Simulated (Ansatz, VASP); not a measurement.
SrTiO3: VASP beside Ansatz

INCAR

```
PREC = Accurate ; ENCUT = 520
EDIFF = 1E-7 ; ISMEAR = 0
SIGMA = 0.05 ; LREAL = False
LASPH = True ; NELM = 60
ALGO = Normal ; ISIF = 2
LWAVE = False ; LCHARG = False
GGA = PS ; NBANDS = 28
```

KPOINTS

```
regular mesh
0
Gamma
  6 6 6
```

Contents of POSCAR:

```
SrTiO3
1.0
    3.8911160995      0.0000000000      0.0000000000
    0.0000000000      3.8911160995      0.0000000000
    0.0000000000      0.0000000000      3.8911160995
Sr Ti O
1 1 3
Direct
    0.5000000000      0.5000000000      0.5000000000
    0.0000000000      0.0000000000      0.0000000000
    0.5000000000      0.0000000000      0.0000000000
    0.0000000000      0.5000000000      0.0000000000
    0.0000000000      0.0000000000      0.5000000000
```

Input for Ansatz:

```yaml
crystal:
  lattice:
    - [3.8911160995, 0.0, 0.0]
    - [0.0, 3.8911160995, 0.0]
    - [0.0, 0.0, 3.8911160995]
  atoms:
    - { symbol: Sr, position: [0.5, 0.5, 0.5] }
    - { symbol: Ti, position: [0.0, 0.0, 0.0] }
    - { symbol: O, position: [0.5, 0.0, 0.0] }
    - { symbol: O, position: [0.0, 0.5, 0.0] }
    - { symbol: O, position: [0.0, 0.0, 0.5] }
basis:
  ecutwfc: 420
  ecutrho_ratio: 4
kpoints:
  mp_grid: { grid: [6, 6, 6] }
hamiltonian:
  xc: pbesol
scf:
  occupations: { method: gaussian, width: 0.05 }
output:
  forces: true
  stress: true
  eigenvalues: true
```

Alike in both runs: task single point; functional PBEsol; k mesh 6 × 6 × 6; occupations gaussian, width 0.05 eV; no spin polarisation.

|  | VASP | Ansatz |
| --- | --- | --- |
| version | VASP 6.6.1 | Ansatz 0.2.0 |
| potentials or method | VASP PAW PBE potentials, release 64 (Sr_sv, Ti_sv, O), cutoff 520 eV | scalar-relativistic, plane waves, PAW |
| valence electrons in the cell | 40 | 40 |

|  | VASP | Ansatz | Ansatz less VASP |
| --- | --- | --- | --- |
| gap on the k mesh at the Fermi level (eV) | 1.82 | 1.85 | +0.032 |
| least direct gap on the mesh (eV) | 2.17 | 2.19 | +0.021 |
| pressure (GPa) | 0.7 | 0.0 | -0.67 |

VASP's potentials were made for PBE, not for PBEsol. With one functional, cell and mesh, what is left measures potentials, basis and numerics.
